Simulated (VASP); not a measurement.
TePb, 2 atoms in the cell. The structure is cubic, space group Fm-3m (No. 225). The conventional cell has a = 6.443 Å, b = 6.443 Å, c = 6.443 Å, α = 90.00°, β = 90.00°, γ = 90.00°. Within 4.2 Å of Te (site symmetry m-3m) lie 6 Pb at 3.22 Å. Within 4.2 Å of Pb (site symmetry m-3m) lie 6 Te at 3.22 Å. 

- Program: VASP 6.6.1
- Task: single point
- Functional: PBEsol
- Potentials or basis: VASP PAW PBE potentials, release 64 (Te, Pb_d)
- Cutoff: 520 eV
- k mesh: 6 × 6 × 6
- Occupations: gaussian, width 0.01 eV
- Spin: no spin polarisation
- Dipole correction: no
- Further INCAR settings: ALGO = Normal; EDIFF = 1e-06; NBANDS = 17

Potentials or basis: VASP PAW PBE potentials, release 64 (Te, Pb_d).

Run with:

```bash
$ cat potpaw_PBE.64/Te/POTCAR potpaw_PBE.64/Pb_d/POTCAR > POTCAR
$ mpirun -np 1 vasp_std > vasp.out
```

Hardware: 1 thread of Intel Xeon 8259CL, with other jobs on the host.

How long does it take, and how much memory?

Wall time 33 s on 1 thread of Intel Xeon 8259CL, with other jobs on the host, peak memory 0.2 GiB. Counts: scf iterations 12, k points 16.
